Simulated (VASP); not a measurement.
Set up this calculation in VASP 6.6.1, as the native input.

| Property | Result |
| --- | --- |
| Task | single point |
| Functional | PBEsol |
| Potentials or basis | VASP PAW PBE potentials, release 64 (Pd) |
| Cutoff | 520 eV |
| k mesh | 12 × 12 × 12 |
| Occupations | gaussian, width 0.1 eV |
| Spin | no spin polarisation |
| Dipole correction | no |
| Further INCAR settings | ALGO = Fast; EDIFF = 1e-07; NBANDS = 22 |

The structure of Pd lies in POSCAR:

```
Pd
1.0
    1.3661418973      0.7887423922      6.7613454238
   -1.3661418973      0.7887423922      6.7613454238
    0.0000000000     -1.5774847844      6.7613454238
Pd
3
Direct
    0.0000000000      0.0000000000      0.0000000000
    0.7775670214      0.7775670214      0.7775670214
    0.2224329786      0.2224329786      0.2224329786
```

The input as run:

INCAR

```
SYSTEM = Pd
  PREC = Accurate
  ENCUT = 520
  EDIFF = 1E-7
  ISMEAR = 0
  SIGMA = 0.1
  LREAL = .False.
  LASPH = .True.
  NELM = 100
  ALGO = Fast
  ISIF = 2
  LWAVE = .False.
  LCHARG = .False.
  GGA = PS
  NBANDS = 22
```

KPOINTS

```
regular mesh
0
Gamma
  12 12 12
  0 0 0
```

Potentials or basis: VASP PAW PBE potentials, release 64 (Pd).

Run with:

```sh
$ cat potpaw_PBE.64/Pd/POTCAR > POTCAR
$ mpirun -np 1 vasp_std > vasp.out
```

It gave:

| Quantity | Value |
| --- | --- |
| Pressure | -0.1 GPa |
| Band gap on the k mesh | zero (bands 15 and 16 overlap by 1.21 eV) |

Caveat: the PAW data sets were made with another functional, which shifts forces and pressure a little.

Wall time 12 min on 1 thread of Intel(R) Xeon(R) Platinum 8488C (Sapphire Rapids), on a shared host, peak memory 0.48 GiB.
